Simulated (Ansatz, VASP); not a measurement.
# Ti2Co: VASP beside Ansatz

Contents of INCAR:

```
ALGO = Normal
EDIFF = 1E-7
ENCUT = 520
ISIF = 2
ISMEAR = 0
ISPIN = 2
LASPH = T
LCHARG = T
LELF = T
LMAXMIX = 4
LORBIT = 11
LREAL = F
LVHAR = T
LWAVE = F
MAGMOM = 0 0 0 0 0.58 0.58
NBANDS = 46
NELM = 150
PREC = Accurate
SIGMA = 0.2
```

The input KPOINTS:

```
k-points
0
Gamma
  10 10 10
```

File POSCAR:

```
Ti2Co
1.0
    0.0000000000      3.4112052002      3.4112052002
    3.4112052002      0.0000000000      3.4112052002
    3.4112052002      3.4112052002      0.0000000000
Ti Co
4 2
Direct
    0.1250000000      0.1250000000      0.1250000000
    0.6250000000      0.1250000000      0.1250000000
    0.1250000000      0.1250000000      0.6250000000
    0.1250000000      0.6250000000      0.1250000000
    0.5000000000      0.5000000000      0.5000000000
    0.7500000000      0.7500000000      0.7500000000
```

Input for Ansatz:

```yaml
crystal:
  lattice:
    - [0.0, 3.4112052002, 3.4112052002]
    - [3.4112052002, 0.0, 3.4112052002]
    - [3.4112052002, 3.4112052002, 0.0]
  atoms:
    - { symbol: Ti, position: [0.125, 0.125, 0.125] }
    - { symbol: Ti, position: [0.625, 0.125, 0.125] }
    - { symbol: Ti, position: [0.125, 0.125, 0.625] }
    - { symbol: Ti, position: [0.125, 0.625, 0.125] }
    - { symbol: Co, position: [0.5, 0.5, 0.5], spin: 0.58 }
    - { symbol: Co, position: [0.75, 0.75, 0.75], spin: 0.58 }
basis:
  ecutwfc: 420
kpoints:
  mp_grid: { grid: [10, 10, 10] }
hamiltonian:
  xc: lda
scf:
  occupations: { method: gaussian, width: 0.2 }
output:
  forces: true
  stress: true
  eigenvalues: true
  populations: true
magnetization:
  spin_polarized: true
```

Alike in both runs: task single point; functional LDA; k mesh 10 × 10 × 10; occupations gaussian, width 0.2 eV; collinear spin.

```csv
,VASP,Ansatz
version,VASP 6.6.1,Ansatz 0.2.0
potentials or method,"VASP PAW LDA potentials, release 64 (Ti_sv, Co), cutoff 520 eV","scalar-relativistic, plane waves, PAW"
valence electrons in the cell,66,82
```

|  | VASP | Ansatz | Ansatz less VASP |
| --- | --- | --- | --- |
| gap on the k mesh at the Fermi level (eV) | none | none | - |
| pressure (GPa) | 2.8 | 2.8 | 0.00 |
| net moment per atom (μB) | 0.02 | 0.13 | +0.119 |
| size of the moment on the site where the two differ most (μB) | 0.04 | 0.41 | +0.364 |

The net moments are unlike, so the other rows may belong to different states. LDA's correlation is that of Perdew and Zunger in VASP and of Perdew and Wang (1992) in Ansatz. Site moments also hang on the region over which each program counts them. A gap of «none» marks a metal or a gap that the smearing closes. VASP's potentials hold 66 valence electrons a cell and Ansatz's 82, so a difference there can come from the potentials and not from the codes.
